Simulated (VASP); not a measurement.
A run of VASP 6.6.1:

File INCAR:

```
SYSTEM = AlN
PREC = Accurate ; ENCUT = 600
EDIFF = 1E-6 ; ISMEAR = 0
SIGMA = 0.05 ; LREAL = .FALSE.
LASPH = .TRUE. ; NELM = 120
ALGO = Normal ; ISIF = 2
LWAVE = .FALSE. ; LCHARG = .FALSE.
GGA = PS ; NBANDS = 16
GGA_COMPAT = .FALSE.
```

The input KPOINTS:

```
Automatic mesh
0
G
  12 12 6
  0 0 0
```

File POSCAR:

```
AlN
1.0
    3.3627880581      0.0000000000      0.0000000000
   -1.6813940290      2.9122598858      0.0000000000
    0.0000000000      0.0000000000      4.9834165464
Al N
2 2
Direct
    0.3333333333      0.6666666667      0.0015080761
    0.6666666667      0.3333333333      0.5015080761
    0.3333333333      0.6666666667      0.3834919239
    0.6666666667      0.3333333333      0.8834919239
```

Potentials or basis: VASP PAW PBE potentials, release 64 (Al, N).

Run with:

```console
$ cat potpaw_PBE.64/Al/POTCAR potpaw_PBE.64/N/POTCAR > POTCAR
$ mpirun -np 1 vasp_std > vasp.out
```

Hardware: 1 thread of Intel(R) Xeon(R) 6975P-C (Granite Rapids) (shared host).

**Question.** How long does it take, and how much memory?

**Answer.** Wall time 27 s on 1 thread of Intel(R) Xeon(R) 6975P-C (Granite Rapids), on a shared host, peak memory 0.2 GiB. Counts: scf iterations 13, k points 76.
